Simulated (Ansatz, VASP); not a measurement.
# One calculation of Bi4Te3, two programs

```xyz
7
Lattice="4.5979 0.0000 0.0000 -2.2989 3.9819 0.0000 0.0000 0.0000 26.2625" Properties=species:S:1:pos:R:3 pbc="T T T"
Bi    0.0000    2.6546    7.5000
Bi    0.0000    0.0000   11.2542
Bi    2.2989    1.3273   15.0083
Bi    0.0000    2.6546   18.7625
Te    2.2989    1.3273    9.3771
Te    0.0000    2.6546   13.1312
Te    0.0000    0.0000   16.8854
```

Alike in both runs: task single point; functional PBE; k mesh 9 × 9 × 1; occupations gaussian, width 0.1 eV; no spin polarisation.

```csv
,VASP,Ansatz
version,VASP 6.6.1,Ansatz 0.2.0
potentials or method,"VASP PAW PBE potentials, release 64 (Bi_d, Te), cutoff 520 eV","scalar-relativistic, plane waves, PAW"
valence electrons in the cell,78,108
```

```csv
,VASP,Ansatz,Ansatz less VASP
gap on the k mesh at the Fermi level (eV),none,none,-
rms of the force components (eV/Å),0.246,0.246,-0.0001
```

A gap of «none» marks a metal or a gap that the smearing closes. With one functional, cell and mesh, what is left measures potentials, basis and numerics. VASP's potentials hold 78 valence electrons a cell and Ansatz's 108, so a difference there can come from the potentials and not from the codes. Ansatz's warnings: xc potential rough in thin density.

Spin-orbit coupling is off throughout.
